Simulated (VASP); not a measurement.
Crystal: NaLaMnMoO6.

```
Na La Mn Mo O
1.0
     5.40523    0.00142    0.00146
     0.07459    5.40460   -0.01175
     0.03041   -0.01433    8.22075
Na La Mn Mo O
2 2 2 2 12
Direct
  0.50619 0.50653 0.24999
  0.49381 0.49347 0.75001
  0.01207 0.01233 0.25001
  0.98793 0.98767 0.74999
  0.50000 0.00000 0.00000
  0.00000 0.50000 0.50000
  0.00000 0.50000 0.00000
  0.50000 0.00000 0.50000
  0.94778 0.54274 0.23246
  0.05222 0.45726 0.76754
  0.28121 0.28009 0.04830
  0.71879 0.71991 0.95170
  0.20507 0.79908 0.99952
  0.79493 0.20092 0.00048
  0.45652 0.05176 0.73248
  0.54348 0.94824 0.26752
  0.20097 0.79487 0.49902
  0.79903 0.20513 0.50098
  0.28007 0.28119 0.45169
  0.71993 0.71881 0.54831
```

Base run:

| Property | Result |
| --- | --- |
| Program | VASP 6.6.1 |
| Functional | PBE |
| Potentials or basis | VASP PAW PBE potentials, release 64 (Na_pv, La, Mn_pv, Mo_sv, O) |
| Cutoff | 520 eV |
| k mesh | 5 × 5 × 4 |
| Occupations | fermi-dirac, width 0.05 eV |
| Spin | collinear spin, ferromagnetic start |
| Starting moments | [0.0, 0.0, 0.0, 0.0, 4.0, 4.0, 1.0, 1.0, 0.0, 0.0, 0.0, 0.0, 0.0, 0.0, 0.0, 0.0, 0.0, 0.0, 0.0, 0.0] μB |

Its results: net moment -3.88 μB per cell.

The run is repeated on the same cell with these changes: further incar settings from ALGO = Normal; EDIFF = 1e-06 to ALGO = Normal; EDIFF = 1e-06; NBANDS = 101. What comes out?

Net moment -0.54 μB per cell.

Caveats: only a ferromagnetic start was run, and an antiferromagnetic order may lie lower in energy (at least some runs).
